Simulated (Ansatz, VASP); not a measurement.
## WC: VASP beside Ansatz

```
CELL_PARAMETERS angstrom
2.91971 0.00000 0.00000
-1.45986 2.52854 0.00000
0.00000 0.00000 2.84774
ATOMIC_POSITIONS crystal
W 0.00000 0.00000 0.00000
C 0.66667 0.33333 0.50000
```

Change from the starting cell: volume scaled by 1.02, PAW files.

Alike in both runs: task electric field gradients; functional PBE; k mesh 14 × 14 × 13; occupations fermi-dirac, width 0.05 eV; no spin polarisation.

|  | VASP | Ansatz |
| --- | --- | --- |
| version | VASP 6.6.1 | Ansatz 0.2.0 |
| potentials or method | VASP PAW PBE potentials, release 64 (W_sv, C) | PAW with Ansatz's default frozen-core files, scalar-relativistic |
| plane-wave cutoff (eV) | 520 | 420 |
| valence electrons in the cell | 18 | 18 |

VASP gave:

```
pressure (GPa)                                                : 1.5
traceless stress, the component that is largest in VASP (GPa) : -0.09
size of Vzz on the site where it differs most (V/Å²)          : 132.2
```

Problem. Which values does Ansatz return?

Solution. Pressure (GPa): 0.5; traceless stress, the component that is largest in VASP (GPa): -0.29; size of Vzz on the site where it differs most (V/Å²): 127.6.

Neither program's run includes spin-orbit coupling.
